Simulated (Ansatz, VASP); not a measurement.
# B4MoRu in VASP and in Ansatz

The input INCAR:

```
SYSTEM = B4MoRu
PREC     = Accurate       ! precision mode
ENCUT    = 520            ! plane-wave cutoff, eV
EDIFF    = 1E-7           ! SCF threshold, eV
ISMEAR   = 0              ! smearing method
SIGMA    = 0.1            ! smearing width, eV
LREAL    = .False.        ! projectors in reciprocal space
LASPH    = .True.         ! aspherical terms in the spheres
NELM     = 150            ! most SCF steps
ALGO     = Normal         ! electronic algorithm
ISIF     = 2              ! what is computed and relaxed
LWAVE    = .False.        ! write WAVECAR
LCHARG   = .False.        ! write CHGCAR
ISPIN    = 2              ! spin polarisation
MAGMOM   = 0 0 0 0 1 1    ! initial moments
LORBIT   = 11             ! projections on sites
LMAXMIX  = 4              ! l up to which the mixer works
GGA      = PE             ! functional
NBANDS   = 33             ! bands
```

Contents of KPOINTS:

```
Automatic mesh
0
Gamma
  4 4 4
  0 0 0
```

POSCAR

```
B4MoRu
1.0
    0.0000000000      3.5128534080      3.5128534080
    3.5128534080      0.0000000000      3.5128534080
    3.5128534080      3.5128534080      0.0000000000
B Mo Ru
4 1 1
Direct
    0.9146887085      0.2559338745      0.9146887085
    0.9146887085      0.9146887085      0.9146887085
    0.2559338745      0.9146887085      0.9146887085
    0.9146887085      0.9146887085      0.2559338745
    0.7500000000      0.7500000000      0.7500000000
    0.5000000000      0.5000000000      0.5000000000
```

Input for Ansatz:

```yaml
crystal:
  lattice:
    - [0.0, 3.512853408, 3.512853408]
    - [3.512853408, 0.0, 3.512853408]
    - [3.512853408, 3.512853408, 0.0]
  atoms:
    - { symbol: B, position: [0.9146887085, 0.2559338745, 0.9146887085] }
    - { symbol: B, position: [0.9146887085, 0.9146887085, 0.9146887085] }
    - { symbol: B, position: [0.2559338745, 0.9146887085, 0.9146887085] }
    - { symbol: B, position: [0.9146887085, 0.9146887085, 0.2559338745] }
    - { symbol: Mo, position: [0.75, 0.75, 0.75], spin: 1.0 }
    - { symbol: Ru, position: [0.5, 0.5, 0.5], spin: 1.0 }
basis:
  ecutwfc: 420
kpoints:
  mp_grid: { grid: [4, 4, 4] }
hamiltonian:
  xc: pbe
scf:
  occupations: { method: gaussian, width: 0.1 }
  lower_state_search: "off"
output:
  forces: true
  stress: true
  eigenvalues: true
  populations: true
magnetization:
  spin_polarized: true
```

Alike in both runs: task single point; functional PBE; k mesh 4 × 4 × 4; occupations gaussian, width 0.1 eV; collinear spin.

```csv
,VASP,Ansatz
version,VASP 6.6.1,Ansatz 0.2.0
potentials or method,"VASP PAW PBE potentials, release 64 (B, Mo_sv, Ru_pv), cutoff 520 eV","scalar-relativistic, plane waves, PAW"
valence electrons in the cell,40,42
```

|  | VASP | Ansatz | Ansatz less VASP |
| --- | --- | --- | --- |
| gap on the k mesh at the Fermi level (eV) | none | none | - |
| pressure (GPa) | 2.1 | 2.0 | -0.05 |
| rms of the force components (eV/Å) | 0.004 | 0.002 | -0.0024 |
| net moment per atom (μB) | 0.45 | 0.45 | 0.000 |
| size of the moment on the site where the two differ most (μB) | 0.20 | 0.11 | -0.085 |

Site moments also hang on the region over which each program counts them. Atom by atom the forces differ by 0.002 eV/Å (rms over components). A gap of «none» marks a metal or a gap that the smearing closes. VASP's potentials hold 40 valence electrons a cell and Ansatz's 42, so a difference there can come from the potentials and not from the codes.

The k mesh is coarse, so the values compare programs but aren't converged.
